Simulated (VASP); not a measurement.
Set up this calculation in VASP 6.6.1, as the native input.

* Task: relaxation of cell and atoms
* Functional: PBE
* Potentials or basis: VASP PAW PBE potentials, release 64 (Mg, Si, N)
* Cutoff: 600 eV
* k mesh: 6 × 6 × 6
* Occupations: gaussian, width 0.1 eV
* Spin: no spin polarisation
* Dipole correction: no
* Further INCAR settings: ALGO = Normal; EDIFF = 1e-06; IBRION = 2; EDIFFG = -0.04; NSW = 90; ISIF = 3

The structure of MgSiN lies in POSCAR:

```
MgSiN
1.0
    3.3733185100      0.0000000000      0.0000000000
    0.0000000000      3.3733185100      0.0000000000
    0.0000000000      0.0000000000      3.4358674100
Mg Si N
1 1 1
Direct
    0.5000000000      0.5000000000      0.5000000000
    0.5000000000      0.5000000000      0.0000000000
    0.0000000000      0.0000000000      0.0000000000
```

The input as run:

INCAR

```
SYSTEM = MgSiN
PREC = Accurate
ENCUT = 600
EDIFF = 1E-6
ISMEAR = 0
SIGMA = 0.1
LREAL = .FALSE.
LASPH = .TRUE.
NELM = 100
ALGO = Normal
ISIF = 3
LWAVE = .FALSE.
LCHARG = .FALSE.
GGA = PE
IBRION = 2
NSW = 90
EDIFFG = -0.04
```

KPOINTS

```
regular mesh
0
G
  6 6 6
  0 0 0
```

Potentials or basis: VASP PAW PBE potentials, release 64 (Mg, Si, N).

Launch:

```sh
$ cat potpaw_PBE.64/Mg/POTCAR potpaw_PBE.64/Si/POTCAR potpaw_PBE.64/N/POTCAR > POTCAR
$ mpirun -np 1 vasp_std > vasp.out
```

Results of the run:

```json
{
 "Relaxed volume": "13.81 Å³/atom",
 "Relaxed cell": "a = 2.763 Å, b = 2.763 Å, c = 5.426 Å, α = 90.00°, β = 90.00°, γ = 90.00°",
 "Space group after relaxing (to 0.05 Å)": "P4/mmm (No. 123)",
 "Energy gained by relaxing": "4109.3 meV/atom",
 "Ionic steps": "11",
 "Pressure after relaxing": "0.0 GPa"
}
```

Wall time 2.2 min on 1 thread of Intel(R) Xeon(R) Platinum 8488C (Sapphire Rapids), on a shared host, peak memory 0.18 GiB.
